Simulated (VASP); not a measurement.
# Sn (I4_1/amd) in VASP: a series of runs

Runs on Sn. Level: PBEsol. Tasks: single point.

All numbers are computed with VASP 6.6.1; they aren't measurements. Logs are shortened: lines on timing, memory, paths and dates and some standing lists are left out, and cuts for length are marked.

**1. The cell of the first run**

Symmetry: I4_1/amd, No. 141, tetragonal system. The conventional cell has a = 6.334 Å, b = 6.334 Å, c = 2.756 Å, α = 90.00°, β = 90.00°, γ = 90.00°. Sn (site symmetry -4m2) has 6 Sn at 2.76 to 3.24 Å within 3.6 Å.

**2. Single point, PBEsol**

Contents of INCAR:

```
SYSTEM = Sn
PREC = Accurate
ENCUT = 520
EDIFF = 1E-7
ISMEAR = 0
SIGMA = 0.15
LREAL = .False.
LASPH = .True.
NELM = 80
ALGO = Fast
ISIF = 2
LWAVE = .False.
LCHARG = .False.
GGA = PS
NBANDS = 21
```

Contents of KPOINTS:

```
Automatic mesh
0
Gamma
  18 18 18
  0 0 0
```

Contents of POSCAR:

```
Sn
1.0
   -3.1671702952      3.1671702952      1.3782366739
    3.1671702952     -3.1671702952      1.3782366739
    3.1671702952      3.1671702952     -1.3782366739
Sn
2
Direct
    0.7500000000      0.2500000000      0.5000000000
    0.0000000000      0.0000000000      0.0000000000
```

Potentials or basis: VASP PAW PBE potentials, release 64 (Sn_d).

On the command line:

```bash
> cat potpaw_PBE.64/Sn_d/POTCAR > POTCAR
> mpirun -np 1 vasp_std > vasp.out
```

OUTCAR:

```text
SYSTEM = Sn
   PREC = Accurate
   ENCUT = 520
   EDIFF = 1E-7
   ISMEAR = 0
   LREAL = .False.
   LASPH = .True.
   NELM = 80
   ISIF = 2
   GGA = PS

 ion  position               nearest neighbor table
   1  0.750  0.250  0.500-   2 3.24   2 3.24   2 3.24   2 3.24
   2  0.000  0.000  0.000-   1 3.24   1 3.24   1 3.24   1 3.24

  LATTYP: Found a body centered tetragonal cell.
 ALAT       =     6.3343405904
 C/A-ratio  =     0.4351634252

  Lattice vectors:

 A1 = (  -3.1671702952,   3.1671702952,   1.3782366739)
 A2 = (   3.1671702952,  -3.1671702952,   1.3782366739)
 A3 = (   3.1671702952,   3.1671702952,  -1.3782366739)

Analysis of symmetry for initial positions (statically):
=====================================================================
 Subroutine PRICEL returns:
 Original cell was already a primitive cell.

 Routine SETGRP: Setting up the symmetry group for a
 body centered tetragonal supercell.

 Subroutine GETGRP returns: Found 16 space group operations
 (whereof  8 operations were pure point group operations)
 out of a pool of 16 trial point group operations.

The static configuration has the point symmetry D_2d.
 The point group associated with its full space group is D_4h.

Analysis of symmetry for dynamics (positions and initial velocities):
=====================================================================
 Subroutine PRICEL returns:
 Original cell was already a primitive cell.

 Routine SETGRP: Setting up the symmetry group for a
 body centered tetragonal supercell.

 Subroutine GETGRP returns: Found 16 space group operations
 (whereof  8 operations were pure point group operations)
 out of a pool of 16 trial point group operations.

The dynamic configuration has the point symmetry D_2d.
 The point group associated with its full space group is D_4h.

 Subroutine INISYM returns: Found 16 space group operations
 (whereof  8 operations are pure point group operations),
 and found     1 'primitive' translations

----------------------------------------------------------------------------------------

                                     Primitive cell

  volume of cell :      55.3002

  direct lattice vectors                    reciprocal lattice vectors
    -3.167170295  3.167170295  1.378236674     0.000000000  0.157869629  0.362782394
     3.167170295 -3.167170295  1.378236674     0.157869629  0.000000000  0.362782394
     3.167170295  3.167170295 -1.378236674     0.157869629  0.157869629  0.000000000

  length of vectors
[... 76 lines left out ...]
   ISPIN  =      1    spin polarized calculation?
   LNONCOLLINEAR =      F non collinear calculations
   LSORBIT =      F    spin-orbit coupling
   LASPH  =      T    aspherical Exc in radial PAW
   ENCUT  =  520.0 eV  38.22 Ry    6.18 a.u.   8.71  8.71  8.71*2*pi/ulx,y,z
   NELM   =     80;   NELMIN=  2; NELMDL= -5     # of ELM steps
   EDIFF  = 0.1E-06   stopping-criterion for ELM
   LREAL  =      F    real-space projection
   EDIFFG = 0.1E-05   stopping-criterion for IOM
   NSW    =      0    number of steps for IOM
   IBRION =     -1    ionic relax: 0-MD 1-quasi-New 2-CG
   NFREE  =      0    steps in history (QN), initial steepest desc. (CG)
   ISIF   =      2    stress and relaxation
   ISYM   =      2    0-nonsym 1-usesym 2-fastsym
   POTIM  = 0.5000    time-step for ionic-motion
   TEBEG  =    0.0;   TEEND  =   0.0 temperature during run
   PSTRESS=    0.0 pullay stress
   NELECT =      28.0000    total number of electrons
   NUPDOWN=      -1.0000    fix difference up-down
   EMIN   =  10.00;   EMAX   =-10.00  energy-range for DOS
   EFERMI =   0.00;   METHOD = LEGACY
   ISMEAR =     0;   SIGMA  =   0.15  broadening in eV -4-tet -1-fermi 0-gaus
   EFERMI_NEDOS =   21; number of points for ismear=-14 and -15
   IALGO  =     68    algorithm
   IMIX   =      4    mixing-type and parameters
     AMIX     =   0.40;   BMIX     =  1.00
     AMIX_MAG =   1.60;   BMIX_MAG =  1.00
  volume/ion in A,a.u.               =      27.65       186.59
  Fermi-wavevector in a.u.,A,eV,Ry     =   1.304824  2.465760 23.164816  1.702566
  Thomas-Fermi vector in A             =   2.435734
   LORBIT       =      0    0 simple, 1 ext, 2 COOP (PROOUT), +10 PAW based schemes
   GGA     = PS    functional components
   LHFCALC =     F    Hartree Fock is set to
   AEXX    =    0.0000 exact exchange contribution
   IVDW    =     0    specifies the selected vdW correction
   LEPSILON=     F    determine dielectric tensor
   LRPA    =     F    only Hartree local field effects (RPA)
 non-spin polarized calculation
 RMM-DIIS sequential band-by-band and
 Gauss-broadening in eV      SIGMA  =   0.15
  energy-cutoff  :      520.00
  volume of cell :       55.30
 maximum number of plane-waves:      1517
   NGX = 17   NGY = 17   NGZ = 17

 number of electron      27.9999997 magnetization

 Free energy of the ion-electron system (eV)
  ---------------------------------------------------
  ext. energy  EPLUGINS =         0.00000000
  ---------------------------------------------------
  free energy    TOTEN  =        -8.06264820 eV

  energy without entropy =       -8.05009502  energy(sigma->0) =       -8.05637161

 E-fermi :   7.6212     XC(G=0): -10.3216

 val. band max:        7.6186958437   @ k =  -0.2222   0.2222   0.1667
 cond. band min:       7.6244628029   @ k =  -0.2222  -0.2778   0.1667
 fundamental gap:      0.0057669591
 Fermi energy:         7.6211876448

 k-point     1 :       0.0000    0.0000    0.0000
  band No.  band energies     occupation
      1     -14.2613      2.00000
      2     -14.2326      2.00000
      3     -13.9298      2.00000
      4     -13.8435      2.00000
      5     -13.6921      2.00000
      6     -13.6157      2.00000
[... 565 lines left out ...]
     20      16.1409      0.00000
     21      17.8692      0.00000

 [... further k-points ...]
[... 5 lines left out ...]
  --------------------------------------------------------------------------------------
  -------------------------------------------------------------------------------------
  Total       -1.3947104     -1.3947104      5.9468845      0.0000000     -0.0000000     -0.0000000
  in kB      -40.4080602    -40.4080602    172.2953125      0.0000000     -0.0000000     -0.0000000
  external PRESSURE =      30.4930640 kB  Pullay stress =       0.0000000 kB

 VOLUME and BASIS-vectors are now :
 -----------------------------------------------------------------------------
  energy-cutoff  :      520.00
  volume of cell :       55.30
      direct lattice vectors                 reciprocal lattice vectors
    -3.167170295  3.167170295  1.378236674     0.000000000  0.157869629  0.362782394
     3.167170295 -3.167170295  1.378236674     0.157869629  0.000000000  0.362782394
     3.167170295  3.167170295 -1.378236674     0.157869629  0.157869629  0.000000000

 POSITION                                       TOTAL-FORCE (eV/Angst)
 -----------------------------------------------------------------------------------
      0.00000      3.16717      0.68912        -0.000000      0.000000     -0.000000
      0.00000      0.00000      0.00000         0.000000     -0.000000      0.000000
 -----------------------------------------------------------------------------------
    total drift:                               -0.000000      0.000000     -0.000000

  FREE ENERGIE OF THE ION-ELECTRON SYSTEM (eV)
  ---------------------------------------------------
  free  energy   TOTEN  =        -8.0626481994 eV

  energy  without entropy=       -8.0500950196  energy(sigma->0) =       -8.05637161
```

OSZICAR:

```text
N       E                     dE             d eps       ncg     rms          rms(c)
DAV:   1     0.223606965646E+03    0.22361E+03   -0.14418E+04 20461   0.207E+03
DAV:   2     0.152475708541E+02   -0.20836E+03   -0.20423E+03 20260   0.455E+02
DAV:   3    -0.737680507877E+01   -0.22624E+02   -0.22460E+02 23377   0.136E+02
DAV:   4    -0.809376001889E+01   -0.71695E+00   -0.71644E+00 23084   0.266E+01
DAV:   5    -0.812293602612E+01   -0.29176E-01   -0.29175E-01 28807   0.506E+00    0.266E+00
RMM:   6    -0.807836798759E+01    0.44568E-01   -0.42975E-02 24928   0.252E+00    0.150E+00
RMM:   7    -0.806258828552E+01    0.15780E-01   -0.36947E-02 25028   0.211E+00    0.160E-01
RMM:   8    -0.806249820479E+01    0.90081E-04   -0.59869E-03 27575   0.803E-01    0.558E-02
RMM:   9    -0.806262822289E+01   -0.13002E-03   -0.14543E-03 29276   0.327E-01    0.343E-02
RMM:  10    -0.806264321442E+01   -0.14992E-04   -0.20894E-04 27333   0.180E-01    0.133E-02
RMM:  11    -0.806264520783E+01   -0.19934E-05   -0.10872E-04 29035   0.106E-01    0.763E-03
RMM:  12    -0.806264815474E+01   -0.29469E-05   -0.37015E-05 33033   0.492E-02    0.294E-03
RMM:  13    -0.806264821677E+01   -0.62022E-07   -0.24590E-06 28129   0.121E-02    0.120E-03
RMM:  14    -0.806264819937E+01    0.17395E-07   -0.37519E-07 16684   0.706E-03
   1 F= -.80626482E+01 E0= -.80563716E+01  d E =-.125532E-01
```

stdout:

```text
POSCAR found type information on POSCAR Sn
[... 36 lines left out ...]
 num prob  num prob  num prob  num prob  num prob  num prob  num prob  num prob  num prob  num prob  num prob  num prob  num prob  num prob  num prob  num prob  num prob  num prob  num prob  num prob  num prob  num prob  num prob  num prob  num prob  num prob  num prob  num prob  num prob  num prob  num prob  num prob  num prob  num prob  num prob  num prob  num prob  num prob  num prob  num prob  num prob  num prob  num prob  num prob  num prob  num prob  num prob  num prob  num prob  num prob  num prob  num prob  num prob  num prob  num prob  num prob  num prob  num prob  num prob  num prob  num prob  num prob  num prob  num prob  num prob  num prob RMM:  14    -0.806264819937E+01    0.17395E-07   -0.37519E-07 16684   0.706E-03
```

Run time: 4.8 min. Hardware: 1 thread of Intel Xeon 6975P-C (Granite Rapids), shared host; peak memory 0.54 GiB.

What came out:

```yaml
Free_energy: -8.0626 eV
Pressure: 3.0 GPa
Band_gap_on_the_k_mesh: zero (band 14 reaches 8.61 eV, above the bottom of band 15 at 5.95 eV)
```

Stress tensor (GPa, compression positive):
```
-4.04  0.00  0.00
 0.00 -4.04  0.00
 0.00  0.00 17.23
```

Caveat: the PAW data sets were made with another functional, which shifts forces and pressure a little; spin-orbit coupling is left out, which moves the levels of the heavy elements.

**3. Single point, PBEsol**

This run uses another cell than the first one, of the same volume but with other edges.

Contents of INCAR:

```
SYSTEM = Sn
PREC = Accurate
ENCUT = 520
EDIFF = 1E-7
ISMEAR = 0
SIGMA = 0.15
LREAL = .FALSE.
LASPH = .TRUE.
NELM = 60
ALGO = Fast
ISIF = 2
LWAVE = .FALSE.
LCHARG = .FALSE.
GGA = PS
NBANDS = 21
```

Contents of KPOINTS:

```
Automatic mesh
0
G
  18 18 18
  0 0 0
```

Contents of POSCAR:

```
Sn
1.0
   -2.6939340552      2.6939340552      1.9049900525
    2.6939340552     -2.6939340552      1.9049900525
    2.6939340552      2.6939340552     -1.9049900525
Sn
2
Direct
    0.7500000000      0.2500000000      0.5000000000
    0.0000000000      0.0000000000      0.0000000000
```

Potentials or basis: VASP PAW PBE potentials, release 64 (Sn_d).

On the command line:

```bash
> cat potpaw_PBE.64/Sn_d/POTCAR > POTCAR
> mpirun -np 1 vasp_std > vasp.out
```

It took 3.3 min on 1 thread of Intel Xeon 6975P-C (Granite Rapids), shared host; peak memory 0.52 GiB.

The run converged. Its results:

```
Free energy            : -8.2093 eV
Pressure               : 2.6 GPa
Band gap on the k mesh : zero (band 14 reaches 9.60 eV, above the bottom of band 15 at 5.04 eV)
```

Stress tensor (GPa, compression positive):
```
 5.14  0.00  0.00
 0.00  5.14  0.00
 0.00  0.00 -2.41
```

Levels at points of the mesh, in eV from the Fermi level:
```
           k point  band 11  band 12  band 13  band 14  band 15  band 16  band 17  band 18
(0.00, 0.00, 0.00)   -11.17    -1.33    -1.05    -1.05     3.70     3.82     4.04     6.10
(0.50, 0.00, 0.00)    -8.29    -6.14    -1.94    -1.73    -0.86     2.14     3.49     5.62
(0.50, 0.50, 0.00)    -8.49    -8.49     0.74     0.74     3.24     3.24     3.99     3.99
(0.50, 0.50, 0.50)    -6.64    -6.64    -4.52    -4.52     1.30     1.30    10.40    10.40
```

Caveat: the PAW data sets were made with another functional, which shifts forces and pressure a little; spin-orbit coupling is left out, which moves the levels of the heavy elements.

**4. Single point, PBEsol**

This run uses another cell than the first one, of the same volume but with other edges.

Contents of INCAR:

```
ALGO = Fast
EDIFF = 1E-6
ENCUT = 520
GGA = PS
ISIF = 2
ISMEAR = 0
LASPH = T
LCHARG = T
LELF = T
LREAL = F
LVHAR = T
LWAVE = F
NBANDS = 21
NELM = 60
PREC = Accurate
SIGMA = 0.15
```

Contents of KPOINTS:

```
k-points
0
Gamma
  18 18 18
```

Contents of POSCAR:

```
Sn
1.0
   -2.8482002233      2.8482002233      1.7042197766
    2.8482002233     -2.8482002233      1.7042197766
    2.8482002233      2.8482002233     -1.7042197766
Sn
2
Direct
    0.7500000000      0.2500000000      0.5000000000
    0.0000000000      0.0000000000      0.0000000000
```

On the command line:

```bash
> cat potpaw_PBE.64/Sn_d/POTCAR > POTCAR
> mpirun -np 1 vasp_std > vasp.out
```

Wall time 4.1 min (1 thread of Intel Xeon 6975P-C (Granite Rapids), shared host); peak memory 0.55 GiB.

It converged, with:

```
Free energy            : -8.4611 eV
Pressure               : -0.8 GPa
Band gap on the k mesh : zero (band 14 reaches 9.58 eV, above the bottom of band 15 at 4.74 eV)
```

Stress tensor (GPa, compression positive):
```
 0.73  0.00  0.00
 0.00  0.73  0.00
 0.00  0.00 -3.78
```

Levels at points of the mesh, in eV from the Fermi level:
```
           k point  band 11  band 12  band 13  band 14  band 15  band 16  band 17  band 18
(0.00, 0.00, 0.00)   -11.02    -2.80    -1.59    -1.59     3.33     5.43     5.52     6.67
(0.50, 0.00, 0.00)    -7.46    -5.67    -2.16    -1.47    -1.35     2.15     2.96     4.88
(0.50, 0.50, 0.00)    -8.65    -8.65     0.97     0.97     2.24     2.24     4.69     4.69
(0.50, 0.50, 0.50)    -7.13    -7.13    -4.64    -4.64     3.41     3.41    10.21    10.21
```

Caveat: the PAW data sets were made with another functional, which shifts forces and pressure a little; spin-orbit coupling is left out, which moves the levels of the heavy elements.

**5. Single point, PBEsol**

This run uses another cell than the first one, of the same volume but with other edges.

Contents of INCAR:

```
PREC = Accurate
ENCUT = 520
EDIFF = 1E-6
ISMEAR = 0
SIGMA = 0.15
LREAL = False
LASPH = True
NELM = 100
ALGO = Fast
ISIF = 2
LWAVE = False
LCHARG = False
GGA = PS
NBANDS = 21
```

Contents of KPOINTS:

```
Automatic mesh
0
Gamma
  18 18 18
```

Contents of POSCAR:

```
Sn
1.0
   -2.9804213574      2.9804213574      1.5563644397
    2.9804213574     -2.9804213574      1.5563644397
    2.9804213574      2.9804213574     -1.5563644397
Sn
2
Direct
    0.7500000000      0.2500000000      0.5000000000
    0.0000000000      0.0000000000      0.0000000000
```

On the command line:

```bash
> cat potpaw_PBE.64/Sn_d/POTCAR > POTCAR
> mpirun -np 1 vasp_std > vasp.out
```

It took 3.9 min on 1 thread of Intel Xeon 6975P-C (Granite Rapids), shared host; peak memory 0.54 GiB.

It converged, with:

| Property | Result |
| --- | --- |
| Free energy | -8.5079 eV |
| Pressure | -1.5 GPa |
| Band gap on the k mesh | zero (band 14 reaches 8.96 eV, above the bottom of band 15 at 4.96 eV) |

Stress tensor (GPa, compression positive):
```
-2.11  0.00  0.00
 0.00 -2.11  0.00
 0.00  0.00 -0.16
```

Levels at points of the mesh, in eV from the Fermi level:
| k point | band 12 | band 13 | band 14 | band 15 | band 16 | band 17 |
| --- | --- | --- | --- | --- | --- | --- |
| (0.00, 0.00, 0.00) | -4.12 | -2.07 | -2.07 | 2.85 | 5.76 | 5.76 |
| (0.50, 0.00, 0.00) | -5.19 | -2.39 | -1.80 | -0.91 | 2.33 | 2.77 |
| (0.50, 0.50, 0.00) | -8.88 | 0.40 | 0.40 | 1.21 | 1.21 | 6.62 |
| (0.50, 0.50, 0.50) | -7.70 | -4.73 | -4.73 | 5.76 | 5.76 | 8.63 |

Caveat: the PAW data sets were made with another functional, which shifts forces and pressure a little; spin-orbit coupling is left out, which moves the levels of the heavy elements.

(Continued in part 2 of 2.)
